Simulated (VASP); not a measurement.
Set up this calculation in VASP 6.6.1, as the native input.

- Task: dielectric tensor
- Functional: r2SCAN
- Potentials or basis: VASP PAW PBE potentials, release 64 (Na_pv, F)
- Cutoff: 520 eV
- k mesh: 8 × 8 × 8
- Occupations: gaussian, width 0.01 eV
- Spin: no spin polarisation
- Dipole correction: no
- Further INCAR settings: ALGO = Normal; EDIFF = 1e-08

The structure of NaF lies in POSCAR:

```
NaF
1.0
    0.0000000000      2.2972497876      2.2972497876
    2.2972497876      0.0000000000      2.2972497876
    2.2972497876      2.2972497876      0.0000000000
Na F
1 1
Direct
    0.0000000000      0.0000000000      0.0000000000
    0.5000000000      0.5000000000      0.5000000000
```

One way to write it, as run:

INCAR

```
PREC = Accurate
ENCUT = 520
EDIFF = 1E-8
ISMEAR = 0
SIGMA = 0.01
LREAL = F
LASPH = T
NELM = 60
ALGO = Normal
ISIF = 2
LWAVE = F
LCHARG = F
METAGGA = R2SCAN
LMIXTAU = T
LCALCEPS = T
```

KPOINTS

```
regular mesh
0
Gamma
  8 8 8
```

Potentials or basis: VASP PAW PBE potentials, release 64 (Na_pv, F).

Command:

```bash
$ cat potpaw_PBE.64/Na_pv/POTCAR potpaw_PBE.64/F/POTCAR > POTCAR
$ mpirun -np 1 vasp_std > vasp.out
```

It gave:

```
Band gap on the k mesh                  : 7.32 eV
Electronic dielectric tensor (diagonal) : 1.80
Born charges (mean of the diagonal)     : Na +0.98; F -0.98 e
```

It took 19 min on 1 thread of Intel(R) Xeon(R) Platinum 8259CL CPU @ 2.50GHz (Skylake/Cascade Lake) (shared host), peak memory 0.3 GiB.
